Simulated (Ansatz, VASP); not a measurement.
# K: VASP beside Ansatz

```xyz
1
Lattice="3.7655 0.0000 0.0000 0.0000 3.7655 0.0000 0.0000 0.0000 5.6483" Properties=species:S:1:pos:R:3 pbc="T T T"
K     0.0000    0.0000    0.0000
```

Alike in both runs: task single point; functional PBE; k mesh 12 × 12 × 12; occupations gaussian, width 0.15 eV; no spin polarisation.

|  | VASP | Ansatz |
| --- | --- | --- |
| version | VASP 6.6.1 | Ansatz 0.2.0 |
| potentials or method | VASP PAW PBE potentials, release 64 (K_sv), cutoff 520 eV | scalar-relativistic, plane waves, PAW |
| valence electrons in the cell | 9 | 9 |

```tsv
	VASP	Ansatz	Ansatz less VASP
gap on the k mesh at the Fermi level (eV)	none	none	-
pressure (GPa)	0.8	0.8	+0.01
traceless stress, the component that is largest in VASP (GPa)	-1.79	-1.79	+0.002
```

A gap of «none» marks a metal or a gap that the smearing closes.
